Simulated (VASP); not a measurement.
# Cu (Fm-3m) in VASP: a series of runs, part 2 of 2

VASP 6.6.1. Earlier steps stand in the parts before.

### 5 Single point, r2SCAN (11.78 Å³/atom)

This run uses another cell than the first one, of 11.78 Å³/atom.

Contents of POSCAR:

```
Cu
1.0
    0.0000000000      1.8061484133      1.8061484133
    1.8061484133      0.0000000000      1.8061484133
    1.8061484133      1.8061484133      0.0000000000
Cu
1
Direct
    0.0000000000      0.0000000000      0.0000000000
```

Contents of INCAR.step1:

```
SYSTEM = Cu
  ALGO = Normal
  EDIFF = 1E-4
  ENCUT = 520
  GGA = PE
  ISMEAR = 0
  LASPH = .TRUE.
  LCHARG = .FALSE.
  LREAL = .FALSE.
  LWAVE = .TRUE.
  NBANDS = 12
  NELM = 100
  PREC = Accurate
  SIGMA = 0.1
```

Contents of INCAR.step2:

```
SYSTEM = Cu
  ALGO = Normal
  EDIFF = 1E-7
  ENCUT = 520
  ISIF = 2
  ISMEAR = 0
  ISTART = 1
  LASPH = .TRUE.
  LCHARG = .FALSE.
  LMIXTAU = .TRUE.
  LREAL = .FALSE.
  LWAVE = .FALSE.
  METAGGA = R2SCAN
  NBANDS = 12
  NELM = 100
  PREC = Accurate
  SIGMA = 0.1
```

Contents of KPOINTS:

```
k-points
0
G
  20 20 20
  0 0 0
```

Potentials or basis: VASP PAW PBE potentials, release 64 (Cu).

Launch:

```console
$ cat potpaw_PBE.64/Cu/POTCAR > POTCAR
$ cp INCAR.step1 INCAR
$ mpirun -np 1 vasp_std > vasp.out
$ cp INCAR.step2 INCAR
$ mpirun -np 1 vasp_std > vasp.out
```

OUTCAR:

```text
SYSTEM = Cu
   EDIFF = 1E-7
   ENCUT = 520
   ISIF = 2
   ISMEAR = 0
   ISTART = 1
   LASPH = .TRUE.
   LREAL = .FALSE.
   METAGGA = R2SCAN
   NELM = 100
   PREC = Accurate

 ion  position               nearest neighbor table
   1  0.000  0.000  0.000-

  LATTYP: Found a face centered cubic cell.
 ALAT       =     3.6122968266

  Lattice vectors:

 A1 = (   0.0000000000,   1.8061484133,   1.8061484133)
 A2 = (   1.8061484133,   0.0000000000,   1.8061484133)
 A3 = (   1.8061484133,   1.8061484133,   0.0000000000)

Analysis of symmetry for initial positions (statically):
=====================================================================
 Subroutine PRICEL returns:
 Original cell was already a primitive cell.

 Routine SETGRP: Setting up the symmetry group for a
 face centered cubic supercell.

 Subroutine GETGRP returns: Found 48 space group operations
 (whereof 48 operations were pure point group operations)
 out of a pool of 48 trial point group operations.

The static configuration has the point symmetry O_h .

Analysis of symmetry for dynamics (positions and initial velocities):
=====================================================================
 Subroutine PRICEL returns:
 Original cell was already a primitive cell.

 Routine SETGRP: Setting up the symmetry group for a
 face centered cubic supercell.

 Subroutine GETGRP returns: Found 48 space group operations
 (whereof 48 operations were pure point group operations)
 out of a pool of 48 trial point group operations.

The dynamic configuration has the point symmetry O_h .

 Subroutine INISYM returns: Found 48 space group operations
 (whereof 48 operations are pure point group operations),
 and found     1 'primitive' translations

----------------------------------------------------------------------------------------

                                     Primitive cell

  volume of cell :      11.7839

  direct lattice vectors                    reciprocal lattice vectors
     0.000000000  1.806148413  1.806148413    -0.276832179  0.276832179  0.276832179
     1.806148413  0.000000000  1.806148413     0.276832179 -0.276832179  0.276832179
     1.806148413  1.806148413  0.000000000     0.276832179  0.276832179 -0.276832179

  length of vectors
     2.554279582  2.554279582  2.554279582     0.479487398  0.479487398  0.479487398

  position of ions in fractional coordinates (direct lattice)
     0.000000000  0.000000000  0.000000000

  ion indices of the primitive-cell ions
   primitive index   ion index
                 1           1

----------------------------------------------------------------------------------------

 KPOINTS: k-points

Automatic generation of k-mesh.
 Grid dimensions read from file:
 generate k-points for:   20   20   20

 Generating k-lattice:

  Cartesian coordinates                     Fractional coordinates (reciprocal lattice)
    -0.013841609  0.013841609  0.013841609     0.050000000  0.000000000  0.000000000
     0.013841609 -0.013841609  0.013841609     0.000000000  0.050000000  0.000000000
     0.013841609  0.013841609 -0.013841609     0.000000000  0.000000000  0.050000000

  Length of vectors
     0.023974370  0.023974370  0.023974370

  Shift w.r.t. Gamma in fractional coordinates (k-lattice)
     0.000000000  0.000000000  0.000000000

 Subroutine IBZKPT returns following result:
 ===========================================

 Found    256 irreducible k-points:

 Following reciprocal coordinates:
            Coordinates               Weight
  0.000000  0.000000  0.000000      1.000000
  0.050000  0.000000  0.000000      8.000000
  0.100000  0.000000  0.000000      8.000000
  0.150000  0.000000  0.000000      8.000000
  0.200000  0.000000  0.000000      8.000000
  0.250000  0.000000  0.000000      8.000000
[... 16 lines left out ...]
 -0.400000  0.050000  0.000000     24.000000
 -0.350000  0.050000  0.000000     24.000000
 [... further k-points ...]
   k-points           NKPTS =    256   k-points in BZ     NKDIM =    256   number of bands    NBANDS=     12
   number of dos      NEDOS =    301   number of ions     NIONS =      1
   total plane-waves  NPLWV =   8000
   dimension x,y,z NGX =    20 NGY =   20 NGZ =   20
   dimension x,y,z NGXF=    40 NGYF=   40 NGZF=   40
   ions per type =               1
   NGX,Y,Z   is equivalent  to a cutoff of  13.02, 13.02, 13.02 a.u.
   NGXF,Y,Z  is equivalent  to a cutoff of  26.03, 26.03, 26.03 a.u.
 SYSTEM =  Cu
   PREC   = accura    normal or accurate (medium, high low for compatibility)
   ISTART =      1    job   : 0-new  1-cont  2-samecut
   ICHARG =      0    charge: 1-file 2-atom 10-const
   ISPIN  =      1    spin polarized calculation?
   LNONCOLLINEAR =      F non collinear calculations
   LSORBIT =      F    spin-orbit coupling
   LASPH  =      T    aspherical Exc in radial PAW
   ENCUT  =  520.0 eV  38.22 Ry    6.18 a.u.   4.75  4.75  4.75*2*pi/ulx,y,z
   NELM   =    100;   NELMIN=  2; NELMDL=  0     # of ELM steps
   EDIFF  = 0.1E-06   stopping-criterion for ELM
   LREAL  =      F    real-space projection
   EDIFFG = 0.1E-05   stopping-criterion for IOM
   NSW    =      0    number of steps for IOM
   IBRION =     -1    ionic relax: 0-MD 1-quasi-New 2-CG
   NFREE  =      0    steps in history (QN), initial steepest desc. (CG)
   ISIF   =      2    stress and relaxation
   ISYM   =      2    0-nonsym 1-usesym 2-fastsym
   POTIM  = 0.5000    time-step for ionic-motion
   TEBEG  =    0.0;   TEEND  =   0.0 temperature during run
   PSTRESS=    0.0 pullay stress
   NELECT =      11.0000    total number of electrons
   NUPDOWN=      -1.0000    fix difference up-down
   EMIN   =  10.00;   EMAX   =-10.00  energy-range for DOS
   EFERMI =   0.00;   METHOD = LEGACY
   ISMEAR =     0;   SIGMA  =   0.10  broadening in eV -4-tet -1-fermi 0-gaus
   EFERMI_NEDOS =   21; number of points for ismear=-14 and -15
   IALGO  =     38    algorithm
   IMIX   =      4    mixing-type and parameters
     AMIX     =   0.40;   BMIX     =  1.00
     AMIX_MAG =   1.60;   BMIX_MAG =  1.00
  volume/ion in A,a.u.               =      11.78        79.52
  Fermi-wavevector in a.u.,A,eV,Ry     =   1.599959  3.023485 34.829147  2.559870
  Thomas-Fermi vector in A             =   2.697170
   LORBIT       =      0    0 simple, 1 ext, 2 COOP (PROOUT), +10 PAW based schemes
   METAGGA = R2SCAN    functional components
   LHFCALC =     F    Hartree Fock is set to
   AEXX    =    0.0000 exact exchange contribution
   IVDW    =     0    specifies the selected vdW correction
   LEPSILON=     F    determine dielectric tensor
   LRPA    =     F    only Hartree local field effects (RPA)
 non-spin polarized calculation
 Gauss-broadening in eV      SIGMA  =   0.10
  energy-cutoff  :      520.00
  volume of cell :       11.78
 maximum number of plane-waves:       332
   NGX =  9   NGY =  9   NGZ =  9

 number of electron      11.0000002 magnetization

 Free energy of the ion-electron system (eV)
  ---------------------------------------------------
  ext. energy  EPLUGINS =         0.00000000
  ---------------------------------------------------
  free energy    TOTEN  =       -10.82484831 eV

  energy without entropy =      -10.82364274  energy(sigma->0) =      -10.82424553

 E-fermi :   7.3927     XC(G=0): -13.7590

 val. band max:        7.3783805644   @ k =   0.5000   0.2500   0.1000
 cond. band min:       7.4530611156   @ k =   0.5000   0.3500   0.1500
 fundamental gap:      0.0746805511
 Fermi energy:         7.3926847627

 k-point     1 :       0.0000    0.0000    0.0000
  band No.  band energies     occupation
      1      -2.2599      2.00000
      2       4.2843      2.00000
      3       4.2844      2.00000
      4       4.2844      2.00000
      5       5.1021      2.00000
      6       5.1021      2.00000
      7      30.8261      0.00000
      8      33.8760      0.00000
      9      33.8760      0.00000
     10      33.8763      0.00000
     11      36.2627      0.00000
     12      36.2627      0.00000

 k-point     2 :       0.0500    0.0000    0.0000
  band No.  band energies     occupation
      1      -2.1650      2.00000
      2       4.2640      2.00000
      3       4.3021      2.00000
      4       4.3022      2.00000
      5       5.0950      2.00000
      6       5.0950      2.00000
      7      30.3372      0.00000
      8      32.5281      0.00000
      9      33.5335      0.00000
     10      33.5338      0.00000
     11      36.7395      0.00000
     12      36.7395      0.00000
[... 316 lines left out ...]
 k-point    24 :      -0.3500    0.0500    0.0000
  band No.  band energies     occupation
      1       1.7062      2.00000
      2       4.2996      2.00000
      3       4.3399      2.00000
      4       4.4836      2.00000
      5       5.4344      2.00000
      6       5.7279      2.00000
      7      15.0584      0.00000
      8      28.0860      0.00000
      9      30.5708      0.00000
     10      31.7265      0.00000
     11      33.9282      0.00000
     12      35.7599      0.00000

 [... further k-points ...]
[... 5 lines left out ...]
  --------------------------------------------------------------------------------------
  -------------------------------------------------------------------------------------
  Total       -0.2864792     -0.2864792     -0.2864792      0.0000000     -0.0000000      0.0000000
  in kB      -38.9505360    -38.9505360    -38.9505360      0.0000000     -0.0000000      0.0000000
  external PRESSURE =     -38.9505360 kB  Pullay stress =       0.0000000 kB

 VOLUME and BASIS-vectors are now :
 -----------------------------------------------------------------------------
  energy-cutoff  :      520.00
  volume of cell :       11.78
      direct lattice vectors                 reciprocal lattice vectors
     0.000000000  1.806148413  1.806148413    -0.276832179  0.276832179  0.276832179
     1.806148413  0.000000000  1.806148413     0.276832179 -0.276832179  0.276832179
     1.806148413  1.806148413  0.000000000     0.276832179  0.276832179 -0.276832179

 POSITION                                       TOTAL-FORCE (eV/Angst)
 -----------------------------------------------------------------------------------
      0.00000      0.00000      0.00000         0.000000     -0.000000     -0.000000
 -----------------------------------------------------------------------------------
    total drift:                               -0.000000     -0.000000     -0.000000

  FREE ENERGIE OF THE ION-ELECTRON SYSTEM (eV)
  ---------------------------------------------------
  free  energy   TOTEN  =       -10.8248483080 eV

  energy  without entropy=      -10.8236427439  energy(sigma->0) =      -10.82424553
```

OUTCAR.step1:

```text
SYSTEM = Cu
   EDIFF = 1E-4
   ENCUT = 520
   GGA = PE
   ISMEAR = 0
   LASPH = .TRUE.
[... 577 lines left out ...]
 -----------------------------------------------------------------------------------
      0.00000      0.00000      0.00000         0.000000     -0.000000     -0.000000
 -----------------------------------------------------------------------------------
    total drift:                               -0.000000     -0.000000     -0.000000

  FREE ENERGIE OF THE ION-ELECTRON SYSTEM (eV)
  ---------------------------------------------------
  free  energy   TOTEN  =        -3.7276116372 eV

  energy  without entropy=       -3.7263005424  energy(sigma->0) =       -3.72695609
```

Run time: 96 s. Hardware: 1 thread of AMD EPYC 9R14 (Zen 4), shared host; peak memory 0.11 GiB.

Results:

| Property | Result |
| --- | --- |
| Free energy | -10.8248 eV |
| Pressure | -3.9 GPa |
| Band gap on the k mesh | zero (an odd number of electrons rules out a gap without spin polarisation) |

Caveat: the cell stands under tension; the PAW data sets were made with another functional, which shifts forces and pressure a little.

### 6 Single point, r2SCAN (12.13 Å³/atom)

This run uses another cell than the first one, of 12.13 Å³/atom.

Contents of POSCAR:

```
Cu
1.0
    0.0000000000      1.8235162905      1.8235162905
    1.8235162905      0.0000000000      1.8235162905
    1.8235162905      1.8235162905      0.0000000000
Cu
1
Direct
    0.0000000000      0.0000000000      0.0000000000
```

Contents of INCAR.step1:

```
ALGO = Normal
EDIFF = 1E-4
ENCUT = 520
GGA = PE
ISMEAR = 0
LASPH = T
LCHARG = F
LREAL = F
LWAVE = T
NBANDS = 12
NELM = 80
PREC = Accurate
SIGMA = 0.1
```

Contents of INCAR.step2:

```
ALGO = Normal
EDIFF = 1E-7
ENCUT = 520
ISIF = 2
ISMEAR = 0
ISTART = 1
LASPH = T
LCHARG = T
LELF = T
LMIXTAU = T
LREAL = F
LVHAR = T
LWAVE = F
METAGGA = R2SCAN
NBANDS = 12
NELM = 80
PREC = Accurate
SIGMA = 0.1
```

Contents of KPOINTS:

```
k-points
0
Gamma
  20 20 20
```

Potentials or basis: VASP PAW PBE potentials, release 64 (Cu).

Launch:

```console
$ cat potpaw_PBE.64/Cu/POTCAR > POTCAR
$ cp INCAR.step1 INCAR
$ mpirun -np 1 vasp_std > vasp.out
$ cp INCAR.step2 INCAR
$ mpirun -np 1 vasp_std > vasp.out
```

Wall time 98 s (1 thread of AMD EPYC 9R14 (Zen 4), shared host); peak memory 0.12 GiB.

The run converged. Its results:

```yaml
Free_energy: -10.8128 eV
Pressure: -7.6 GPa
Band_gap_on_the_k_mesh: zero (an odd number of electrons rules out a gap without spin polarisation)
```

Levels at points of the mesh, in eV from the Fermi level:
```csv
k point,band 2,band 3,band 4,band 5,band 6,band 7,band 8,band 9,band 10,band 11
"(0.00, 0.00, 0.00)",-3.02,-3.02,-3.02,-2.24,-2.24,23.19,26.01,26.01,26.02,28.38
"(0.50, 0.00, 0.00)",-3.06,-3.06,-1.67,-1.67,-0.93,3.87,21.72,22.75,22.75,25.70
"(0.50, 0.50, 0.00)",-4.41,-1.71,-1.53,-1.53,1.64,7.28,13.58,13.58,17.87,20.73
```

Caveat: the cell stands under tension; the PAW data sets were made with another functional, which shifts forces and pressure a little.

### 7 The runs side by side

```tsv
cell	gap on the mesh (eV)	pressure (GPa)
a = 2.504 Å, angles 60.0°, 1 atom	none	6.0
a = 2.529 Å, angles 60.0°, 1 atom	none	0.5
a = 2.554 Å, angles 60.0°, 1 atom	none	-3.9
a = 2.579 Å, angles 60.0°, 1 atom	none	-7.6
```

Alike in all rows: task single point; level r2SCAN; potentials or basis VASP PAW PBE potentials, release 64 (Cu); no spin polarisation; k mesh 20 × 20 × 20; cutoff (eV) 520; smearing gaussian 0.1 eV.

Caveats: the PAW data sets were made with another functional, which shifts forces and pressure a little; the cell stands under tension (at least some runs); the cell stands under pressure (at least some runs).

Absolute energies hang on the potentials; compare differences alone.
